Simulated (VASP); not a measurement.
# GaP (I-4m2) in VASP: notebook, part 2 of 2

VASP 6.6.1.

**3. Dielectric tensor, r2SCAN (uniaxial z strain +2.0%)**

Contents of INCAR:

```
ALGO = Normal
EDIFF = 1E-8
ENCUT = 520
ISIF = 2
ISMEAR = 0
LASPH = True
LCALCEPS = True
LCHARG = False
LMIXTAU = True
LREAL = False
LWAVE = False
METAGGA = R2SCAN
NELM = 60
PREC = Accurate
SIGMA = 0.01
```

Contents of KPOINTS:

```
k-points
0
Gamma
  6 6 6
```

Contents of POSCAR:

```
GaP
1.0
    0.0000000000      2.7253992874      2.7799072732
    2.7253992874      0.0000000000      2.7799072732
    2.7253992874      2.7253992874      0.0000000000
Ga P
1 1
Direct
    0.0000000000      0.0000000000      0.0000000000
    0.2500000000      0.2500000000      0.2500000000
```

Potentials or basis: VASP PAW PBE potentials, release 64 (Ga_d, P).

Run with:

```sh
$ cat potpaw_PBE.64/Ga_d/POTCAR potpaw_PBE.64/P/POTCAR > POTCAR
$ mpirun -np 1 vasp_std > vasp.out
```

OUTCAR:

```text
EDIFF = 1E-8
   ENCUT = 520
   ISIF = 2
   ISMEAR = 0
   LASPH = True
   LREAL = False
   METAGGA = R2SCAN
   NELM = 60
   PREC = Accurate

 ion  position               nearest neighbor table
   1  0.000  0.000  0.000-   2 2.38   2 2.38   2 2.38   2 2.38
   2  0.250  0.250  0.250-   1 2.38   1 2.38   1 2.38   1 2.38

  LATTYP: Found a body centered tetragonal cell.
 ALAT       =     3.8542966351
 C/A-ratio  =     1.4424978336

  Lattice vectors:

 A1 = (  -2.7253992874,   0.0000000000,   2.7799072732)
 A2 = (   2.7253992874,   0.0000000000,   2.7799072732)
 A3 = (   0.0000000000,   2.7253992874,  -2.7799072732)

Analysis of symmetry for initial positions (statically):
=====================================================================
 Subroutine PRICEL returns:
 Original cell was already a primitive cell.

 Routine SETGRP: Setting up the symmetry group for a
 body centered tetragonal supercell.

 Subroutine GETGRP returns: Found  8 space group operations
 (whereof  8 operations were pure point group operations)
 out of a pool of 16 trial point group operations.

The static configuration has the point symmetry D_2d.

Analysis of symmetry for dynamics (positions and initial velocities):
=====================================================================
 Subroutine PRICEL returns:
 Original cell was already a primitive cell.

 Routine SETGRP: Setting up the symmetry group for a
 body centered tetragonal supercell.

 Subroutine GETGRP returns: Found  8 space group operations
 (whereof  8 operations were pure point group operations)
 out of a pool of 16 trial point group operations.

The dynamic configuration has the point symmetry D_2d.

 Subroutine INISYM returns: Found  8 space group operations
 (whereof  8 operations are pure point group operations),
 and found     1 'primitive' translations

----------------------------------------------------------------------------------------

                                     Primitive cell

  volume of cell :      41.2972

  direct lattice vectors                    reciprocal lattice vectors
     0.000000000  2.725399287  2.779907273    -0.183459357  0.183459357  0.179862114
     2.725399287  0.000000000  2.779907273     0.183459357 -0.183459357  0.179862114
     2.725399287  2.725399287  0.000000000     0.183459357  0.183459357 -0.179862114

  length of vectors
     3.893030404  3.893030404  3.854296635     0.315697721  0.315697721  0.315697721

  position of ions in fractional coordinates (direct lattice)
     0.000000000  0.000000000  0.000000000
     0.250000000  0.250000000  0.250000000

  ion indices of the primitive-cell ions
   primitive index   ion index
                 1           1
                 2           2

----------------------------------------------------------------------------------------

 KPOINTS: k-points

Automatic generation of k-mesh.
 Grid dimensions read from file:
 generate k-points for:    6    6    6

 Generating k-lattice:

[... 82 lines left out ...]
  volume/ion in A,a.u.               =      20.65       139.34
  Fermi-wavevector in a.u.,A,eV,Ry     =   1.241249  2.345620 20.962473  1.540698
  Thomas-Fermi vector in A             =   2.375655
   LORBIT       =      0    0 simple, 1 ext, 2 COOP (PROOUT), +10 PAW based schemes
   METAGGA = R2SCAN    functional components
   LHFCALC =     F    Hartree Fock is set to
   AEXX    =    0.0000 exact exchange contribution
   IVDW    =     0    specifies the selected vdW correction
   LEPSILON=     F    determine dielectric tensor
   LRPA    =     F    only Hartree local field effects (RPA)
   LRPA       =     F
 non-spin polarized calculation
 Gauss-broadening in eV      SIGMA  =   0.01
  energy-cutoff  :      520.00
  volume of cell :       41.30
 maximum number of plane-waves:      1123
 NGX is ok and might be reduce to    30
   NGX = 15   NGY = 15   NGZ = 15

 number of electron      17.9999996 magnetization

 Free energy of the ion-electron system (eV)
  ---------------------------------------------------
  ext. energy  EPLUGINS =         0.00000000
  ---------------------------------------------------
  free energy    TOTEN  =       -21.44410053 eV

  energy without entropy =      -21.44410053  energy(sigma->0) =      -21.44410053

 E-fermi :   4.3536     XC(G=0): -10.4499

 val. band max:        4.3044867360   @ k =   0.0000   0.0000   0.0000
 cond. band min:   10000.0000000000   @ k =   0.0000   0.0000   0.0000
 fundamental gap:   9995.6955132640
 Fermi energy:         4.3536480460

 k-point     1 :       0.0000    0.0000    0.0000
  band No.  band energies     occupation
      1     -10.7041      2.00000
      2     -10.6988      2.00000
      3     -10.6974      2.00000
      4     -10.5947      2.00000
      5     -10.5915      2.00000
      6      -8.6034      2.00000
      7       4.1843      2.00000
      8       4.3042      2.00000
      9       4.3045      2.00000
     10   10000.0000      0.00000
     11   10000.0000      0.00000
     12   10000.0000      0.00000
     13   10000.0000      0.00000
[... 354 lines left out ...]
  band No.  band energies     occupation
      1     -10.8088      2.00000
      2     -10.6486      2.00000
      3     -10.6436      2.00000
      4     -10.6192      2.00000
      5     -10.5748      2.00000
      6      -5.9163      2.00000
      7      -2.0603      2.00000
      8       0.9130      2.00000
      9       1.8031      2.00000
     10   10000.0000      0.00000
     11   10000.0000      0.00000
     12   10000.0000      0.00000
     13   10000.0000      0.00000

 [... further k-points ...]

------------------------ aborting loop because EDIFF is reached ----------------------------------------

            Ionic dipole moment: p[ion]=(     6.81350     6.81350     6.94977 ) |e| Angst

 Total electronic dipole moment: p[elc]=(     0.01300     0.01300     0.03207 ) |e| Angst

 MACROSCOPIC STATIC DIELECTRIC TENSOR (including local field effects)
 ------------------------------------------------------
           9.062019     0.000000     0.000000
           0.000000     9.062019     0.000000
           0.000000     0.000000     9.254757
 ------------------------------------------------------

 PIEZOELECTRIC TENSOR (including local field effects) (e Angst)
          XX          YY          ZZ          XY          YZ          ZX
  --------------------------------------------------------------------------------
  x     0.00000     0.00000     0.00000     0.00000    -2.07392     0.00000
  y     0.00000     0.00000     0.00000     0.00000     0.00000    -2.07393
  z     0.00000     0.00000     0.00000    -2.01053     0.00000     0.00000

 PIEZOELECTRIC TENSOR (including local field effects) (C/m^2)
          XX          YY          ZZ          XY          YZ          ZX
  --------------------------------------------------------------------------------
  x     0.00000     0.00000     0.00000     0.00000    -0.80460     0.00000
  y     0.00000     0.00000     0.00000     0.00000     0.00000    -0.80461
  z     0.00000     0.00000     0.00000    -0.78001     0.00000     0.00000

 BORN EFFECTIVE CHARGES (including local field effects) (in |e|, cummulative output)
 ---------------------------------------------------------------------------------
 ion    1
    1     2.16103     0.00000     0.00000
    2     0.00000     2.16103     0.00000
    3     0.00000     0.00000     2.24979
 ion    2
    1    -2.16103     0.00000     0.00000
    2     0.00000    -2.16103     0.00000
    3     0.00000     0.00000    -2.24979

  FORCE on cell =-STRESS in cart. coord.  units (eV):
  Direction    XX          YY          ZZ          XY          YZ          ZX
  --------------------------------------------------------------------------------------
  -------------------------------------------------------------------------------------
  Total       -0.2922117     -0.2922117     -0.7237328      0.0000000      0.0000000      0.0000000
  in kB      -11.3367248    -11.3367248    -28.0781356      0.0000000      0.0000000      0.0000000
  external PRESSURE =     -16.9171951 kB  Pullay stress =       0.0000000 kB

 VOLUME and BASIS-vectors are now :
 -----------------------------------------------------------------------------
  energy-cutoff  :      520.00
  volume of cell :       41.30
      direct lattice vectors                 reciprocal lattice vectors
     0.000000000  2.725399287  2.779907273    -0.183459357  0.183459357  0.179862114
     2.725399287  0.000000000  2.779907273     0.183459357 -0.183459357  0.179862114
     2.725399287  2.725399287  0.000000000     0.183459357  0.183459357 -0.179862114

 POSITION                                       TOTAL-FORCE (eV/Angst)
 -----------------------------------------------------------------------------------
      0.00000      0.00000      0.00000         0.000000      0.000000     -0.000000
      1.36270      1.36270      1.38995        -0.000000     -0.000000      0.000000
 -----------------------------------------------------------------------------------
    total drift:                                0.000012      0.000012     -0.000003

  FREE ENERGIE OF THE ION-ELECTRON SYSTEM (eV)
  ---------------------------------------------------
  free  energy   TOTEN  =       -21.4441005277 eV

  energy  without entropy=      -21.4441005277  energy(sigma->0) =      -21.44410053
```

OSZICAR:

```text
N       E                     dE             d eps       ncg     rms          rms(c)
DAV:   1     0.658474349634E+02    0.65847E+02   -0.97156E+03   796   0.204E+03
DAV:   2    -0.174023547040E+02   -0.83250E+02   -0.79927E+02   860   0.331E+02
[... 13 lines left out ...]
DMP:  11    -0.214441003702E+02   -0.12731E-06   -0.93248E-07   884   0.129E-06   0.200E-06
DMP:  12    -0.214441004405E+02   -0.70206E-07   -0.54361E-07   884   0.743E-07   0.119E-06
DMP:  13    -0.214441004824E+02   -0.41972E-07   -0.30775E-07   884   0.395E-07   0.721E-07
DMP:  14    -0.214441005066E+02   -0.24173E-07   -0.17234E-07   884   0.215E-07   0.415E-07
DMP:  15    -0.214441005199E+02   -0.13294E-07   -0.98571E-08   884   0.120E-07   0.243E-07
DMP:  16    -0.214441005277E+02   -0.78112E-08   -0.55298E-08   884   0.642E-08   0.143E-07
   1 F= -.21444101E+02 E0= -.21444101E+02  d E =-.144262E-14
```

stdout:

```text
POSCAR found type information on POSCAR GaP
 POSCAR found :  2 types and       2 ions
 scaLAPACK will be used
 -----------------------------------------------------------------------------
|                                                                             |
[... 116 lines left out ...]
dp_tot=(  0.307E-04  0.307E-04  0.189E-01 )  diag[e(oo)]=(    ---      ---    9.26539 )
 p_tot=(  0.683E+01  0.683E+01  0.698E+01 )
dp_tot=(  0.306E-04  0.306E-04  0.189E-01 )  diag[e(oo)]=(    ---      ---    9.26032 )
 p_tot=(  0.683E+01  0.683E+01  0.698E+01 )
dp_tot=(  0.306E-04  0.306E-04  0.188E-01 )  diag[e(oo)]=(    ---      ---    9.25695 )
 final diagonalization full
 p_tot=(  0.683E+01  0.683E+01  0.698E+01 )
dp_tot=(  0.306E-04  0.306E-04  0.188E-01 )  diag[e(oo)]=(    ---      ---    9.25476 )
```

Run time: 24 min. Hardware: 1 thread of Intel Xeon 6975P-C (Granite Rapids), shared host; peak memory 0.37 GiB.

Results:

```yaml
Band_gap_on_the_k_mesh: 1.86 eV (least direct gap 2.12 eV)
Electronic_dielectric_tensor_diagonal: 9.06, 9.06, 9.25
Born_charges_mean_of_the_diagonal: Ga +2.19; P -2.19 e
```

Levels at points of the mesh, in eV from the valence-band top:
| k point | band 6 | band 7 | band 8 | band 9 | band 10 | band 11 | band 12 | band 13 |
| --- | --- | --- | --- | --- | --- | --- | --- | --- |
| (0.00, 0.00, 0.00) | -12.91 | -0.12 | 0.00 | 0.00 | 2.12 | 4.14 | 4.14 | 4.19 |
| (0.50, 0.00, 0.00) | -10.81 | -6.77 | -1.26 | -1.09 | 1.92 | 4.96 | 5.10 | 8.75 |
| (0.50, 0.50, 0.00) | -9.97 | -6.99 | -2.67 | -2.67 | 2.01 | 2.21 | 11.16 | 11.16 |
| (0.50, 0.00, 0.50) | -9.88 | -6.86 | -2.82 | -2.81 | 1.86 | 2.01 | 11.11 | 11.13 |

Electronic dielectric tensor:
```
9.06 0.00 0.00
0.00 9.06 0.00
0.00 0.00 9.25
```

Born effective charge tensors (e):
atom 1, Ga
```
2.16 0.00 0.00
0.00 2.16 0.00
0.00 0.00 2.25
```
atom 2, P
```
-2.16  0.00  0.00
 0.00 -2.16  0.00
 0.00  0.00 -2.25
```

Dipole moments of the cell (e·Å, modulo the quantum): ionic 6.814, 6.814, 6.950; electronic 0.013, 0.013, 0.032

Caveat: the cell differs from its parent crystal (uniaxial z strain +2.0%); the PAW data sets were made with another functional, which shifts forces and pressure a little. A k mesh can miss the band edges.

The gap in the log of VASP goes by the Fermi energy; the results here count the filled bands.